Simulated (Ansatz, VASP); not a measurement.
P in VASP and in Ansatz

INCAR

```
SYSTEM = P
PREC     = Accurate       ! precision mode
ENCUT    = 520            ! plane-wave cutoff, eV
EDIFF    = 1E-6           ! SCF threshold, eV
ISMEAR   = 0              ! smearing method
SIGMA    = 0.05           ! smearing width, eV
LREAL    = .False.        ! projectors in reciprocal space
LASPH    = .True.         ! aspherical terms in the spheres
NELM     = 100            ! most SCF steps
ALGO     = Normal         ! electronic algorithm
ISIF     = 2              ! what is computed and relaxed
LWAVE    = .False.        ! write WAVECAR
LCHARG   = .False.        ! write CHGCAR
GGA      = PS             ! functional
NBANDS   = 18             ! bands
```

File KPOINTS:

```
regular mesh
0
Gamma
  10 1 8
  0 0 0
```

File POSCAR:

```
P
1.0
    3.0901060936      0.0000000000      0.0000000000
    0.0000000000     32.8017220214      0.0000000000
    0.0000000000      0.0000000000      5.2307503211
P
4
Direct
    0.0000000000      0.9702614300      0.5921507200
    0.0000000000      0.0297385700      0.4078492800
    0.5000000000      0.0297385700      0.0921507200
    0.5000000000      0.9702614300      0.9078492800
```

Input for Ansatz:

```yaml
crystal:
  lattice:
    - [3.0901060936, 0.0, 0.0]
    - [0.0, 32.8017220214, 0.0]
    - [0.0, 0.0, 5.2307503211]
  atoms:
    - { symbol: P, position: [0.0, 0.97026143, 0.59215072] }
    - { symbol: P, position: [0.0, 0.02973857, 0.40784928] }
    - { symbol: P, position: [0.5, 0.02973857, 0.09215072] }
    - { symbol: P, position: [0.5, 0.97026143, 0.90784928] }
basis:
  ecutwfc: 420
kpoints:
  mp_grid: { grid: [10, 1, 8] }
hamiltonian:
  xc: pbesol
scf:
  occupations: { method: gaussian, width: 0.05 }
output:
  forces: true
  stress: true
  eigenvalues: true
```

Alike in both runs: task single point; functional PBEsol; k mesh 10 × 1 × 8; occupations gaussian, width 0.05 eV; no spin polarisation.

```csv
,VASP,Ansatz
version,VASP 6.6.1,Ansatz 0.2.0
potentials or method,"VASP PAW PBE potentials, release 64 (P), cutoff 520 eV","scalar-relativistic, plane waves, PAW"
valence electrons in the cell,20,20
```

|  | VASP | Ansatz | Ansatz less VASP |
| --- | --- | --- | --- |
| gap on the k mesh at the Fermi level (eV) | 0.65 | 0.66 | +0.005 |
| least direct gap on the mesh (eV) | 1.20 | 1.17 | -0.025 |
| rms of the force components (eV/Å) | 0.953 | 0.957 | +0.0044 |

VASP's potentials were made for PBE, not for PBEsol. Atom by atom the forces differ by 0.012 eV/Å (rms over components). With one functional, cell and mesh, what is left measures potentials, basis and numerics.
